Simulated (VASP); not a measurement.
Here is a VASP 6.6.1 calculation.

INCAR

```
SYSTEM = SnTe
PREC = Accurate
ENCUT = 520
EDIFF = 1E-7
ISMEAR = -1
SIGMA = 0.02
LREAL = .FALSE.
LASPH = .TRUE.
NELM = 100
ALGO = Normal
ISIF = 2
LWAVE = .FALSE.
LCHARG = .FALSE.
GGA = PE
NBANDS = 28
```

Contents of KPOINTS:

```
Automatic mesh
0
G
  6 6 4
  0 0 0
```

The input POSCAR:

```
SnTe
1.0
    5.4194977401      0.0000000000      0.0000000000
   -2.7097488700      4.6934227187      0.0000000000
    0.0000000000      0.0000000000      6.4723229111
Sn Te
2 2
Direct
    0.3333333333      0.6666666667      0.2500000000
    0.6666666667      0.3333333333      0.7500000000
    0.6666666667      0.3333333333      0.2500000000
    0.3333333333      0.6666666667      0.7500000000
```

Potentials or basis: VASP PAW PBE potentials, release 64 (Sn_d, Te).

Command:

```bash
$ cat potpaw_PBE.64/Sn_d/POTCAR potpaw_PBE.64/Te/POTCAR > POTCAR
$ mpirun -np 1 vasp_std > vasp.out
```

Problem. What does it give for the band gap on the k mesh?

Solution. 0.48 eV.

Problem. Predict the pressure.

Solution. 0.0 GPa.

Caveat: spin-orbit coupling is left out, which moves the levels of the heavy elements. A k mesh can miss the band edges.
